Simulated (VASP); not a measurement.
Here is a VASP 6.6.1 calculation.

File INCAR:

```
SYSTEM = CdS
PREC = Accurate
ENCUT = 520
EDIFF = 1E-8
ISMEAR = 0
SIGMA = 0.01
LREAL = .FALSE.
LASPH = .TRUE.
NELM = 100
ALGO = Normal
ISIF = 2
LWAVE = .FALSE.
LCHARG = .FALSE.
GGA = PS
IBRION = 8
NSW = 1
```

Contents of KPOINTS:

```
Automatic mesh
0
G
  9 9 6
  0 0 0
```

POSCAR

```
CdS
1.0
    4.0817093930      0.0000000000      0.0000000000
   -2.0408546965      3.5348640252      0.0000000000
    0.0000000000      0.0000000000      6.6437411061
Cd S
2 2
Direct
    0.3333333333      0.6666666667      0.0003007793
    0.6666666667      0.3333333333      0.5003007793
    0.3333333333      0.6666666667      0.3766992207
    0.6666666667      0.3333333333      0.8766992207
```

Potentials or basis: VASP PAW PBE potentials, release 64 (Cd, S).

The run is started by

```bash
$ cat potpaw_PBE.64/Cd/POTCAR potpaw_PBE.64/S/POTCAR > POTCAR
$ mpirun -np 1 vasp_std > vasp.out
```

Question: What does it give for the highest phonon frequency at Γ, LO-TO splitting left out?

Answer: 312 cm⁻¹.

Phonon frequencies in cm⁻¹ (negative: imaginary):
```tsv
q point	frequencies
(0.000, 0.000, 0.000)	0 0 0 39 39 138 246 253 253 267 267 312
```

Caveat: the cell wasn't relaxed at this level first, which shifts response properties.
